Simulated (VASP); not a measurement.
# Al (Fm-3m) in VASP: further runs

Runs on Al. Level: LDA. Tasks: single point, relaxation of cell and atoms.

Everything below comes from runs of VASP 6.6.1. Logs are shortened: lines on timing, memory, paths and dates and some standing lists are left out, and cuts for length are marked.

## (1) The cell of the first run

Symmetry: Fm-3m, No. 225, cubic system. Conventional cell: a = 3.990 Å, b = 3.990 Å, c = 3.990 Å, α = 90.00°, β = 90.00°, γ = 90.00°. Al (site symmetry m-3m) has 12 Al at 2.82 Å within 3.7 Å.

## (2) Single point, LDA

The input, INCAR:

```
PREC = Accurate ; ENCUT = 500
EDIFF = 1E-6 ; ISMEAR = -1
SIGMA = 0.05 ; LREAL = False
LASPH = True ; NELM = 120
ALGO = Normal ; ISIF = 2
LWAVE = False ; LCHARG = True
LELF = True ; LVHAR = True
NBANDS = 8 ; GGA_COMPAT = False
```

The input, KPOINTS:

```
regular mesh
0
Gamma
  9 9 9
```

The input, POSCAR:

```
Al
1.0
    0.0000000000      1.9950601588      1.9950601588
    1.9950601588      0.0000000000      1.9950601588
    1.9950601588      1.9950601588      0.0000000000
Al
1
Direct
    0.0000000000      0.0000000000      0.0000000000
```

Potentials or basis: VASP PAW LDA potentials, release 64 (Al).

Started as:

```
$ cat potpaw_LDA.64/Al/POTCAR > POTCAR
$ mpirun -np 1 vasp_std > vasp.out
```

OUTCAR:

```text
PREC = Accurate
   ENCUT = 500
   EDIFF = 1E-6
   ISMEAR = -1
   LREAL = False
   LASPH = True
   NELM = 120
   ISIF = 2

 ion  position               nearest neighbor table
   1  0.000  0.000  0.000-

  LATTYP: Found a face centered cubic cell.
 ALAT       =     3.9901203176

  Lattice vectors:

 A1 = (   0.0000000000,   1.9950601588,   1.9950601588)
 A2 = (   1.9950601588,   0.0000000000,   1.9950601588)
 A3 = (   1.9950601588,   1.9950601588,   0.0000000000)

Analysis of symmetry for initial positions (statically):
=====================================================================
 Subroutine PRICEL returns:
 Original cell was already a primitive cell.

 Routine SETGRP: Setting up the symmetry group for a
 face centered cubic supercell.

 Subroutine GETGRP returns: Found 48 space group operations
 (whereof 48 operations were pure point group operations)
 out of a pool of 48 trial point group operations.

The static configuration has the point symmetry O_h .

Analysis of symmetry for dynamics (positions and initial velocities):
=====================================================================
 Subroutine PRICEL returns:
 Original cell was already a primitive cell.

 Routine SETGRP: Setting up the symmetry group for a
 face centered cubic supercell.

 Subroutine GETGRP returns: Found 48 space group operations
 (whereof 48 operations were pure point group operations)
 out of a pool of 48 trial point group operations.

The dynamic configuration has the point symmetry O_h .

 Subroutine INISYM returns: Found 48 space group operations
 (whereof 48 operations are pure point group operations),
 and found     1 'primitive' translations

----------------------------------------------------------------------------------------

                                     Primitive cell

  volume of cell :      15.8817

  direct lattice vectors                    reciprocal lattice vectors
     0.000000000  1.995060159  1.995060159    -0.250619009  0.250619009  0.250619009
     1.995060159  0.000000000  1.995060159     0.250619009 -0.250619009  0.250619009
     1.995060159  1.995060159  0.000000000     0.250619009  0.250619009 -0.250619009

  length of vectors
     2.821441134  2.821441134  2.821441134     0.434084857  0.434084857  0.434084857

  position of ions in fractional coordinates (direct lattice)
     0.000000000  0.000000000  0.000000000

  ion indices of the primitive-cell ions
   primitive index   ion index
                 1           1

----------------------------------------------------------------------------------------

 KPOINTS: regular mesh

Automatic generation of k-mesh.
 Grid dimensions read from file:
 generate k-points for:    9    9    9

 Generating k-lattice:

  Cartesian coordinates                     Fractional coordinates (reciprocal lattice)
    -0.027846557  0.027846557  0.027846557     0.111111111  0.000000000  0.000000000
     0.027846557 -0.027846557  0.027846557     0.000000000  0.111111111  0.000000000
     0.027846557  0.027846557 -0.027846557     0.000000000  0.000000000  0.111111111

  Length of vectors
     0.048231651  0.048231651  0.048231651

  Shift w.r.t. Gamma in fractional coordinates (k-lattice)
     0.000000000  0.000000000  0.000000000

 Subroutine IBZKPT returns following result:
 ===========================================

 Found     35 irreducible k-points:

 Following reciprocal coordinates:
            Coordinates               Weight
  0.000000  0.000000  0.000000      1.000000
  0.111111  0.000000  0.000000      8.000000
  0.222222  0.000000  0.000000      8.000000
  0.333333  0.000000  0.000000      8.000000
  0.444444  0.000000  0.000000      8.000000
  0.111111  0.111111  0.000000      6.000000
[... 16 lines left out ...]
 -0.333333  0.333333  0.000000     12.000000
  0.444444  0.444444  0.000000      6.000000
 [... further k-points ...]
   k-points           NKPTS =     35   k-points in BZ     NKDIM =     35   number of bands    NBANDS=      8
   number of dos      NEDOS =    301   number of ions     NIONS =      1
   total plane-waves  NPLWV =  13824
   dimension x,y,z NGX =    24 NGY =   24 NGZ =   24
   dimension x,y,z NGXF=    48 NGYF=   48 NGZF=   48
   ions per type =               1
   NGX,Y,Z   is equivalent  to a cutoff of  14.14, 14.14, 14.14 a.u.
   NGXF,Y,Z  is equivalent  to a cutoff of  28.28, 28.28, 28.28 a.u.
 SYSTEM =  unknown system
   PREC   = accura    normal or accurate (medium, high low for compatibility)
   ISTART =      0    job   : 0-new  1-cont  2-samecut
   ICHARG =      2    charge: 1-file 2-atom 10-const
   ISPIN  =      1    spin polarized calculation?
   LNONCOLLINEAR =      F non collinear calculations
   LSORBIT =      F    spin-orbit coupling
   LASPH  =      T    aspherical Exc in radial PAW
   ENCUT  =  500.0 eV  36.75 Ry    6.06 a.u.   5.14  5.14  5.14*2*pi/ulx,y,z
   NELM   =    120;   NELMIN=  2; NELMDL= -5     # of ELM steps
   EDIFF  = 0.1E-05   stopping-criterion for ELM
   LREAL  =      F    real-space projection
   EDIFFG = 0.1E-04   stopping-criterion for IOM
   NSW    =      0    number of steps for IOM
   IBRION =     -1    ionic relax: 0-MD 1-quasi-New 2-CG
   NFREE  =      0    steps in history (QN), initial steepest desc. (CG)
   ISIF   =      2    stress and relaxation
   ISYM   =      2    0-nonsym 1-usesym 2-fastsym
   POTIM  = 0.5000    time-step for ionic-motion
   TEBEG  =    0.0;   TEEND  =   0.0 temperature during run
   PSTRESS=    0.0 pullay stress
   NELECT =       3.0000    total number of electrons
   NUPDOWN=      -1.0000    fix difference up-down
   EMIN   =  10.00;   EMAX   =-10.00  energy-range for DOS
   EFERMI =   0.00;   METHOD = LEGACY
   ISMEAR =    -1;   SIGMA  =   0.05  broadening in eV -4-tet -1-fermi 0-gaus
   EFERMI_NEDOS =   21; number of points for ismear=-14 and -15
   IALGO  =     38    algorithm
   IMIX   =      4    mixing-type and parameters
     AMIX     =   0.40;   BMIX     =  1.00
     AMIX_MAG =   1.60;   BMIX_MAG =  1.00
  volume/ion in A,a.u.               =      15.88       107.18
  Fermi-wavevector in a.u.,A,eV,Ry     =   0.939325  1.775067 12.004850  0.882332
  Thomas-Fermi vector in A             =   2.066626
   LORBIT       =      0    0 simple, 1 ext, 2 COOP (PROOUT), +10 PAW based schemes
   GGA     = CA    functional components
   LHFCALC =     F    Hartree Fock is set to
   AEXX    =    0.0000 exact exchange contribution
   IVDW    =     0    specifies the selected vdW correction
   LEPSILON=     F    determine dielectric tensor
   LRPA    =     F    only Hartree local field effects (RPA)
 non-spin polarized calculation
  energy-cutoff  :      500.00
  volume of cell :       15.88
 maximum number of plane-waves:       419
 NGX is ok and might be reduce to    24
   NGX = 11   NGY = 11   NGZ = 11

 number of electron       3.0000000 magnetization

 Free energy of the ion-electron system (eV)
  ---------------------------------------------------
  ext. energy  EPLUGINS =         0.00000000
  ---------------------------------------------------
  free energy    TOTEN  =        -4.16306517 eV

  energy without entropy =       -4.15762255  energy(sigma->0) =       -4.16034386

 E-fermi :   8.1621     XC(G=0): -10.4850

 val. band max:        8.0586772866   @ k =   0.4444   0.4444   0.0000
 cond. band min:       8.1939021167   @ k =  -0.4444   0.3333   0.1111
 fundamental gap:      0.1352248300
 Fermi energy:         8.1620581016

 k-point     1 :       0.0000    0.0000    0.0000
  band No.  band energies     occupation
      1      -3.1717      2.00000
      2      20.9738      0.00000
      3      20.9738      0.00000
      4      20.9738      0.00000
      5      22.5905      0.00000
      6      22.5905      0.00000
      7      22.5905      0.00000
      8      25.0869      0.00000

 k-point     2 :       0.1111    0.0000    0.0000
  band No.  band energies     occupation
      1      -2.8286      2.00000
      2      17.2209      0.00000
      3      20.1715      0.00000
      4      20.1715      0.00000
      5      23.2591      0.00000
      6      23.8909      0.00000
      7      23.8909      0.00000
      8      26.3612      0.00000

 k-point     3 :       0.2222    0.0000    0.0000
  band No.  band energies     occupation
      1      -1.8046      2.00000
      2      12.7536      0.00000
      3      19.3998      0.00000
      4      19.3998      0.00000
      5      22.9406      0.00000
      6      23.6907      0.00000
      7      23.6907      0.00000
      8      26.6932      0.00000

 k-point     4 :       0.3333    0.0000    0.0000
  band No.  band energies     occupation
      1      -0.1149      2.00000
      2       8.6979      0.00004
      3      19.1468      0.00000
      4      19.1468      0.00000
      5      21.7716      0.00000
      6      21.7716      0.00000
      7      22.8615      0.00000
      8      25.9363      0.00000

 k-point     5 :       0.4444    0.0000    0.0000
  band No.  band energies     occupation
      1       2.2150      2.00000
      2       5.1741      2.00000
      3      19.4540      0.00000
      4      19.4540      0.00000
      5      20.3319      0.00000
      6      20.3319      0.00000
      7      23.3091      0.00000
      8      24.3557      0.00000

 k-point     6 :       0.1111    0.1111    0.0000
  band No.  band energies     occupation
      1      -2.7144      2.00000
      2      18.5979      0.00000
      3      18.5979      0.00000
      4      18.8471      0.00000
      5      21.6507      0.00000
      6      23.7967      0.00000
      7      25.6119      0.00000
      8      25.6119      0.00000

 k-point     7 :       0.2222    0.1111    0.0000
  band No.  band energies     occupation
      1      -1.9179      2.00000
      2      14.4230      0.00000
      3      17.5630      0.00000
      4      19.0525      0.00000
      5      21.0087      0.00000
      6      22.5744      0.00000
      7      26.0485      0.00000
      8      26.6511      0.00000

 k-point     8 :       0.3333    0.1111    0.0000
  band No.  band energies     occupation
      1      -0.4512      2.00000
      2      10.2583      0.00000
      3      17.0969      0.00000
      4      18.6179      0.00000
      5      18.9234      0.00000
      6      24.9072      0.00000
      7      25.0595      0.00000
      8      26.1398      0.00000

 k-point     9 :       0.4444    0.1111    0.0000
  band No.  band energies     occupation
      1       1.6639      2.00000
      2       6.5672      2.00000
      3      17.0299      0.00000
      4      17.2056      0.00000
      5      18.9835      0.00000
      6      23.3451      0.00000
      7      25.8724      0.00000
      8      26.7981      0.00000

 k-point    10 :      -0.4444    0.1111    0.0000
  band No.  band energies     occupation
      1       3.4087      2.00000
      2       4.4252      2.00000
      3      15.9243      0.00000
      4      17.8923      0.00000
      5      19.7358      0.00000
      6      22.2938      0.00000
      7      25.3348      0.00000
      8      27.0220      0.00000
[... 78 lines left out ...]
 k-point    18 :      -0.3333    0.2222    0.0000
  band No.  band energies     occupation
      1       2.5438      2.00000
      2       7.3564      2.00000
      3      11.5057      0.00000
      4      17.1135      0.00000
      5      19.0802      0.00000
      6      25.0243      0.00000
      7      27.5004      0.00000
      8      28.5075      0.00000

 k-point    19 :      -0.2222    0.2222    0.0000
  band No.  band energies     occupation
      1       0.4435      2.00000
      2      10.4346      0.00000
      3      12.0132      0.00000
      4      18.7646      0.00000
      5      20.8396      0.00000
      6      24.5012      0.00000
      7      25.4167      0.00000
      8      26.5219      0.00000

 k-point    20 :       0.3333    0.3333    0.0000
  band No.  band energies     occupation
      1       0.8865      2.00000
      2      12.6530      0.00000
      3      14.5127      0.00000
      4      14.7722      0.00000
      5      14.7722      0.00000
      6      18.4276      0.00000
      7      31.4200      0.00000
      8      32.8612      0.00000

 k-point    21 :       0.4444    0.3333    0.0000
  band No.  band energies     occupation
      1       2.5346      2.00000
      2      10.4106      0.00000
      3      11.1548      0.00000
      4      14.4857      0.00000
      5      15.8315      0.00000
      6      19.7784      0.00000
      7      30.7092      0.00000
      8      33.0619      0.00000

 k-point    22 :      -0.4444    0.3333    0.0000
  band No.  band energies     occupation
      1       4.7729      2.00000
      2       7.6760      1.99988
      3       8.9905      0.00000
      4      14.7792      0.00000
      5      16.4212      0.00000
      6      23.2420      0.00000
      7      29.5383      0.00000
      8      31.8758      0.00000

 k-point    23 :      -0.3333    0.3333    0.0000
  band No.  band energies     occupation
      1       4.8192      2.00000
      2       7.0821      2.00000
      3       8.6199      0.00021
      4      15.6542      0.00000
      5      17.4704      0.00000
      6      27.2011      0.00000
      7      28.7587      0.00000
      8      28.7690      0.00000

 k-point    24 :       0.4444    0.4444    0.0000
  band No.  band energies     occupation
      1       3.9144      2.00000
      2       8.0587      1.77543
      3      13.6119      0.00000
      4      14.0035      0.00000
      5      14.0035      0.00000
      6      17.6163      0.00000
      7      33.4503      0.00000
      8      35.0504      0.00000

 [... further k-points ...]
[... 5 lines left out ...]
  --------------------------------------------------------------------------------------
  -------------------------------------------------------------------------------------
  Total        0.0045126      0.0045126      0.0045126     -0.0000000     -0.0000000     -0.0000000
  in kB        0.4552343      0.4552343      0.4552343     -0.0000000     -0.0000000     -0.0000000
  external PRESSURE =       0.4552343 kB  Pullay stress =       0.0000000 kB

 VOLUME and BASIS-vectors are now :
 -----------------------------------------------------------------------------
  energy-cutoff  :      500.00
  volume of cell :       15.88
      direct lattice vectors                 reciprocal lattice vectors
     0.000000000  1.995060159  1.995060159    -0.250619009  0.250619009  0.250619009
     1.995060159  0.000000000  1.995060159     0.250619009 -0.250619009  0.250619009
     1.995060159  1.995060159  0.000000000     0.250619009  0.250619009 -0.250619009

 POSITION                                       TOTAL-FORCE (eV/Angst)
 -----------------------------------------------------------------------------------
      0.00000      0.00000      0.00000         0.000000      0.000000      0.000000
 -----------------------------------------------------------------------------------
    total drift:                                0.000000     -0.000000     -0.000000

  FREE ENERGIE OF THE ION-ELECTRON SYSTEM (eV)
  ---------------------------------------------------
  free  energy   TOTEN  =        -4.1630651738 eV

  energy  without entropy=       -4.1576225451  energy(sigma->0) =       -4.16034386
```

Run time: 6.9 s. Hardware: 1 thread of Intel Xeon 8259CL, shared host; peak memory 0.12 GiB.

What came out:

```yaml
Free_energy: -4.1631 eV
Pressure: 0.0 GPa
```

Levels at points of the mesh, in eV from the Fermi level:
```
           k point  band 1  band 2  band 3  band 4
(0.00, 0.00, 0.00)  -11.33   12.81   12.81   12.81
```

## (3) Relaxation of cell and atoms, LDA

This run uses another cell than the first one, of 16.60 Å³/atom, 1.045 times its volume.

The input, INCAR:

```
  ALGO = Normal
  EDIFF = 1E-7
  EDIFFG = -0.02
  ENCUT = 500
  GGA_COMPAT = False
  IBRION = 2
  ISIF = 3
  ISMEAR = -1
  LASPH = True
  LCHARG = False
  LREAL = False
  LWAVE = False
  NELM = 120
  NELMIN = 4
  NSW = 80
  PREC = Accurate
  SIGMA = 0.05
```

The input, KPOINTS:

```
k-points
0
Gamma
  9 9 9
```

The input, POSCAR:

```
Al
1.0
    0.0000000000      2.0248050000      2.0248050000
    2.0248050000      0.0000000000      2.0248050000
    2.0248050000      2.0248050000      0.0000000000
Al
1
Direct
    0.0000000000      0.0000000000      0.0000000000
```

Potentials or basis: VASP PAW LDA potentials, release 64 (Al).

Started as:

```
$ cat potpaw_LDA.64/Al/POTCAR > POTCAR
$ mpirun -np 1 vasp_std > vasp.out
```

It took 8 s on 1 thread of Intel Xeon 8259CL, shared host; peak memory 0.12 GiB.

The run converged. Its results:

* Free energy: -4.1631 eV
* Relaxed volume: 15.89 Å³/atom
* Relaxed cell: a = 2.822 Å, b = 2.822 Å, c = 2.822 Å, α = 60.00°, β = 60.00°, γ = 60.00°
* Space group after relaxing (to 0.05 Å): Fm-3m (No. 225)
* Energy gained by relaxing: 7.8 meV/atom
* Ionic steps: 3
* Pressure after relaxing: 0.0 GPa

The path:
```csv
step,energy change (eV),largest force (eV/Å),pressure (GPa),volume (Å³)
1,0.0000,0.0000,-3.39,16.60
2,-0.0076,0.0000,0.64,15.77
3,-0.0078,0.0000,0.01,15.89
```

Final structure:
```
Al
1.0
     0.00000    1.99537    1.99537
     1.99537    0.00000    1.99537
     1.99537    1.99537    0.00000
Al
1
Cartesian
  0.0000 0.0000 0.0000
```

Levels at points of the mesh, in eV from the Fermi level:
```
           k point  band 1  band 2  band 3  band 4  band 5
(0.00, 0.00, 0.00)  -11.33   12.81   12.81   12.81   14.42
```

LDA usually gives volumes a few per cent too small. Zero-point motion and thermal expansion aren't in these numbers.
